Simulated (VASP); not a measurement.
# Mo in VASP: single point with PBEsol

Aim: the single point of Mo with PBEsol.

Program: VASP 6.6.1. These are calculated values, not measurements. Logs are shortened: lines on timing, memory, paths and dates and some standing lists are left out, and cuts for length are marked.

**1. The cell of the first run**

The cell holds a slab with vacuum, 4 atoms: a = 3.258 Å, b = 3.258 Å, c = 25.620 Å, α = 90.00°, β = 90.00°, γ = 90.00°.

**2. Single point, PBEsol**

INCAR

```
PREC = Accurate
ENCUT = 400
EDIFF = 1E-6
ISMEAR = 1
SIGMA = 0.1
LREAL = False
LASPH = True
NELM = 120
ALGO = Normal
ISIF = 2
LWAVE = False
LCHARG = False
LDIPOL = True
IDIPOL = 3
DIPOL = 0.5 0.5 0.664
GGA = PS
NBANDS = 36
GGA_COMPAT = False
NELMDL = -8
```

KPOINTS

```
regular mesh
0
Gamma
  10 10 1
```

POSCAR

```
Mo
1.0
    3.2577493969      0.0000000000      0.0000000000
    0.0000000000      3.2577493969      0.0000000000
    0.0000000000      0.0000000000     25.6199386798
Mo
4
Direct
    0.0000000000      0.0000000000      0.5819815507
    0.5000000000      0.5000000000      0.6313572510
    1.0000000000      0.0000000000      0.6980299431
    0.5000000000      0.5000000000      0.7451639223
```

Potentials or basis: VASP PAW PBE potentials, release 64 (Mo_sv).

Command:

```sh
$ cat potpaw_PBE.64/Mo_sv/POTCAR > POTCAR
$ mpirun -np 1 vasp_std > vasp.out
```

OUTCAR:

```text
PREC = Accurate
   ENCUT = 400
   EDIFF = 1E-6
   ISMEAR = 1
   LREAL = False
   LASPH = True
   NELM = 120
   ISIF = 2
   GGA = PS
   NELMDL = -8

 ion  position               nearest neighbor table
   1  0.000  0.000  0.582-   2 2.63   2 2.63   2 2.63   2 2.63   3 2.97
   2  0.500  0.500  0.631-   1 2.63   1 2.63   1 2.63   1 2.63   3 2.87   3 2.87   3 2.87   3 2.87
                             4 2.92
   3  0.000  0.000  0.698-   4 2.60   4 2.60   4 2.60   4 2.60   2 2.87   2 2.87   2 2.87   2 2.87
                             1 2.97
   4  0.500  0.500  0.745-   3 2.60   3 2.60   3 2.60   3 2.60   2 2.92

  LATTYP: Found a simple tetragonal cell.
 ALAT       =     3.2577493969
 C/A-ratio  =     7.8643061692

  Lattice vectors:

 A1 = (   3.2577493969,   0.0000000000,   0.0000000000)
 A2 = (   0.0000000000,   3.2577493969,   0.0000000000)
 A3 = (   0.0000000000,   0.0000000000,  25.6199386798)

Analysis of symmetry for initial positions (statically):
=====================================================================
 Subroutine PRICEL returns:
 Original cell was already a primitive cell.

 Routine SETGRP: Setting up the symmetry group for a
 simple tetragonal supercell.

 Subroutine GETGRP returns: Found  8 space group operations
 (whereof  8 operations were pure point group operations)
 out of a pool of 16 trial point group operations.

The static configuration has the point symmetry C_4v.

Analysis of symmetry for dynamics (positions and initial velocities):
=====================================================================
 Subroutine PRICEL returns:
 Original cell was already a primitive cell.

 Routine SETGRP: Setting up the symmetry group for a
 simple tetragonal supercell.

 Subroutine GETGRP returns: Found  8 space group operations
 (whereof  8 operations were pure point group operations)
 out of a pool of 16 trial point group operations.

The dynamic configuration has the point symmetry C_4v.

 Subroutine INISYM returns: Found  8 space group operations
 (whereof  8 operations are pure point group operations),
 and found     1 'primitive' translations

----------------------------------------------------------------------------------------

                                     Primitive cell

  volume of cell :     271.9026

  direct lattice vectors                    reciprocal lattice vectors
     3.257749397  0.000000000  0.000000000     0.306960382  0.000000000  0.000000000
     0.000000000  3.257749397  0.000000000     0.000000000  0.306960382  0.000000000
     0.000000000  0.000000000 25.619938680     0.000000000  0.000000000  0.039032100

  length of vectors
     3.257749397  3.257749397 25.619938680     0.306960382  0.306960382  0.039032100

  position of ions in fractional coordinates (direct lattice)
     0.000000000  0.000000000  0.581981551
     0.500000000  0.500000000  0.631357251
     0.000000000  0.000000000  0.698029943
     0.500000000  0.500000000  0.745163922

  ion indices of the primitive-cell ions
   primitive index   ion index
                 1           1
                 2           2
                 3           3
                 4           4

----------------------------------------------------------------------------------------

 KPOINTS: regular mesh

Automatic generation of k-mesh.
 Grid dimensions read from file:
 generate k-points for:   10   10    1

 Generating k-lattice:

  Cartesian coordinates                     Fractional coordinates (reciprocal lattice)
     0.030696038  0.000000000  0.000000000     0.100000000  0.000000000  0.000000000
     0.000000000  0.030696038  0.000000000     0.000000000  0.100000000  0.000000000
     0.000000000  0.000000000  0.039032100     0.000000000  0.000000000  1.000000000

  Length of vectors
     0.030696038  0.030696038  0.039032100

  Shift w.r.t. Gamma in fractional coordinates (k-lattice)
     0.000000000  0.000000000  0.000000000

 Subroutine IBZKPT returns following result:
 ===========================================

 Found     21 irreducible k-points:

 Following reciprocal coordinates:
            Coordinates               Weight
  0.000000  0.000000  0.000000      1.000000
  0.100000  0.000000  0.000000      4.000000
  0.200000  0.000000  0.000000      4.000000
  0.300000  0.000000  0.000000      4.000000
  0.400000  0.000000  0.000000      4.000000
  0.500000  0.000000  0.000000      2.000000
[... 13 lines left out ...]
  0.500000  0.400000  0.000000      4.000000
  0.500000  0.500000  0.000000      1.000000
   k-points           NKPTS =     21   k-points in BZ     NKDIM =     21   number of bands    NBANDS=     36
   number of dos      NEDOS =    301   number of ions     NIONS =      4
   total plane-waves  NPLWV =  96768
   dimension x,y,z NGX =    24 NGY =   24 NGZ =  168
   dimension x,y,z NGXF=    48 NGYF=   48 NGZF=  336
   ions per type =               4
   NGX,Y,Z   is equivalent  to a cutoff of  12.25, 12.25, 10.90 a.u.
   NGXF,Y,Z  is equivalent  to a cutoff of  24.49, 24.49, 21.80 a.u.
 SYSTEM =  unknown system
   PREC   = accura    normal or accurate (medium, high low for compatibility)
   ISTART =      0    job   : 0-new  1-cont  2-samecut
   ICHARG =      2    charge: 1-file 2-atom 10-const
   ISPIN  =      1    spin polarized calculation?
   LNONCOLLINEAR =      F non collinear calculations
   LSORBIT =      F    spin-orbit coupling
   LASPH  =      T    aspherical Exc in radial PAW
   ENCUT  =  400.0 eV  29.40 Ry    5.42 a.u.   5.31  5.31 41.78*2*pi/ulx,y,z
   NELM   =    120;   NELMIN=  2; NELMDL= -8     # of ELM steps
   EDIFF  = 0.1E-05   stopping-criterion for ELM
   LREAL  =      F    real-space projection
   EDIFFG = 0.1E-04   stopping-criterion for IOM
   NSW    =      0    number of steps for IOM
   IBRION =     -1    ionic relax: 0-MD 1-quasi-New 2-CG
   NFREE  =      0    steps in history (QN), initial steepest desc. (CG)
   ISIF   =      2    stress and relaxation
   ISYM   =      2    0-nonsym 1-usesym 2-fastsym
   POTIM  = 0.5000    time-step for ionic-motion
   TEBEG  =    0.0;   TEEND  =   0.0 temperature during run
   PSTRESS=    0.0 pullay stress
   NELECT =      56.0000    total number of electrons
   NUPDOWN=      -1.0000    fix difference up-down
   EMIN   =  10.00;   EMAX   =-10.00  energy-range for DOS
   EFERMI =   0.00;   METHOD = LEGACY
   ISMEAR =     1;   SIGMA  =   0.10  broadening in eV -4-tet -1-fermi 0-gaus
   EFERMI_NEDOS =   21; number of points for ismear=-14 and -15
   IALGO  =     38    algorithm
   IMIX   =      4    mixing-type and parameters
     AMIX     =   0.40;   BMIX     =  1.00
     AMIX_MAG =   1.60;   BMIX_MAG =  1.00
  volume/ion in A,a.u.               =      67.98       458.72
  Fermi-wavevector in a.u.,A,eV,Ry     =   0.966792  1.826972 12.717184  0.934687
  Thomas-Fermi vector in A             =   2.096623
   LORBIT       =      0    0 simple, 1 ext, 2 COOP (PROOUT), +10 PAW based schemes
   GGA     = PS    functional components
   LHFCALC =     F    Hartree Fock is set to
   AEXX    =    0.0000 exact exchange contribution
   IVDW    =     0    specifies the selected vdW correction
   LEPSILON=     F    determine dielectric tensor
   LRPA    =     F    only Hartree local field effects (RPA)
 non-spin polarized calculation
 Methfessel and Paxton  Order N= 1 SIGMA  =   0.10
  energy-cutoff  :      400.00
  volume of cell :      271.90
 maximum number of plane-waves:      4995
 NGX is ok and might be reduce to    24
   NGX = 11   NGY = 11   NGZ = 83

 dipolmoment           0.000000      0.000000     -0.006779 electrons x Angstroem

 number of electron      55.9999987 magnetization

 dipolmoment           0.000000      0.000000      0.005550 electrons x Angstroem

 Free energy of the ion-electron system (eV)
  ---------------------------------------------------
  ext. energy  EPLUGINS =         0.00000000
  ---------------------------------------------------
  free energy    TOTEN  =       -42.37402272 eV

  energy without entropy =      -42.36815635  energy(sigma->0) =      -42.37206726

 E-fermi :  -0.2367     XC(G=0):  -3.9918

 val. band max:       -0.2443236570   @ k =   0.5000   0.2000   0.0000
 cond. band min:      -0.2353004838   @ k =   0.5000   0.1000   0.0000
 fundamental gap:      0.0090231732
 Fermi energy:        -0.2367199530

 k-point     1 :       0.0000    0.0000    0.0000
  band No.  band energies     occupation
      1     -61.0968      2.00000
      2     -60.9797      2.00000
      3     -60.6300      2.00000
      4     -60.5908      2.00000
      5     -35.4238      2.00000
      6     -35.4238      2.00000
[... 28 lines left out ...]
     35       1.7609     -0.00000
     36       2.2141      0.00000

 k-point     2 :       0.1000    0.0000    0.0000
  band No.  band energies     occupation
      1     -61.0862      2.00000
      2     -60.9729      2.00000
      3     -60.6356      2.00000
      4     -60.5980      2.00000
      5     -35.4542      2.00000
      6     -35.3997      2.00000
[... 28 lines left out ...]
     35       1.7955      0.00000
     36       1.9473      0.00000

 k-point     3 :       0.2000    0.0000    0.0000
  band No.  band energies     occupation
      1     -61.0563      2.00000
      2     -60.9544      2.00000
      3     -60.6522      2.00000
      4     -60.6183      2.00000
      5     -35.5229      2.00000
      6     -35.4812      2.00000
[... 28 lines left out ...]
     35       1.9457      0.00000
     36       1.9736      0.00000
[... 625 lines left out ...]
 k-point    20 :       0.5000    0.4000    0.0000
  band No.  band energies     occupation
      1     -60.9171      2.00000
      2     -60.9075      2.00000
      3     -60.6987      2.00000
      4     -60.6751      2.00000
      5     -35.7491      2.00000
      6     -35.7446      2.00000
[... 28 lines left out ...]
     35       2.1752      0.00000
     36       2.1820      0.00000

 k-point    21 :       0.5000    0.5000    0.0000
  band No.  band energies     occupation
      1     -60.9157      2.00000
      2     -60.9061      2.00000
      3     -60.6974      2.00000
      4     -60.6737      2.00000
      5     -35.7784      2.00000
      6     -35.7784      2.00000
[... 28 lines left out ...]
     35       2.2359      0.00000
     36       2.2502      0.00000

------------------------ aborting loop because EDIFF is reached ----------------------------------------

 vacuum level on the upper side and lower side of the slab       (xc-potential included)         0.042        -0.050

  FORCE on cell =-STRESS in cart. coord.  units (eV):
  Direction    XX          YY          ZZ          XY          YZ          ZX
  --------------------------------------------------------------------------------------
  -------------------------------------------------------------------------------------
  Total       -7.9316222     -7.9316222     -1.7217484      0.0000000      0.0000000      0.0000000
  in kB      -46.7368214    -46.7368214    -10.1453452      0.0000000      0.0000000      0.0000000
  external PRESSURE =     -34.5396627 kB  Pullay stress =       0.0000000 kB

 VOLUME and BASIS-vectors are now :
 -----------------------------------------------------------------------------
  energy-cutoff  :      400.00
  volume of cell :      271.90
      direct lattice vectors                 reciprocal lattice vectors
     3.257749397  0.000000000  0.000000000     0.306960382  0.000000000  0.000000000
     0.000000000  3.257749397  0.000000000     0.000000000  0.306960382  0.000000000
     0.000000000  0.000000000 25.619938680     0.000000000  0.000000000  0.039032100

 POSITION                                       TOTAL-FORCE (eV/Angst)
 -----------------------------------------------------------------------------------
      0.00000      0.00000     14.91033        -0.000000     -0.000000      0.744837
      1.62887      1.62887     16.17533         0.000000     -0.000000     -0.567432
      0.00000      0.00000     17.88348        -0.000000     -0.000000     -0.086716
      1.62887      1.62887     19.09105        -0.000000      0.000000     -0.090689
 -----------------------------------------------------------------------------------
    total drift:                                0.000000     -0.000000     -0.000561

  FREE ENERGIE OF THE ION-ELECTRON SYSTEM (eV)
  ---------------------------------------------------
  free  energy   TOTEN  =       -42.3740227186 eV

  energy  without entropy=      -42.3681563482  energy(sigma->0) =      -42.37206726

 vacuum level on the upper side and lower side of the slab         3.840         3.745
```

It took 8.5 min on 1 thread of Intel Xeon 8259CL, shared host; peak memory 0.34 GiB.

What came out:

- Free energy: -42.3740 eV
- Largest force: 0.745 eV/Å
- Band gap on the k mesh: zero (band 28 reaches 0.75 eV, above the bottom of band 29 at -0.32 eV)

Forces in eV/Å, atoms in the order of the input:
```
Mo   0.000  0.000  0.745
Mo   0.000  0.000 -0.567
Mo   0.000  0.000 -0.087
Mo   0.000  0.000 -0.091
```

Levels at points of the mesh, in eV from the Fermi level:
```csv
k point,band 24,band 25,band 26,band 27,band 28,band 29,band 30,band 31,band 32,band 33
"(0.00, 0.00, 0.00)",-0.76,-0.76,-0.66,-0.29,-0.29,-0.04,0.18,0.21,0.54,0.54
"(0.50, 0.00, 0.00)",-2.24,-1.24,-1.20,-0.10,-0.07,1.35,1.46,1.88,1.95,2.70
"(0.50, 0.50, 0.00)",-1.74,-1.09,-1.09,0.87,0.98,1.06,1.06,1.88,2.04,2.15
```

Caveat: the PAW data sets were made with another functional, which shifts forces and pressure a little.
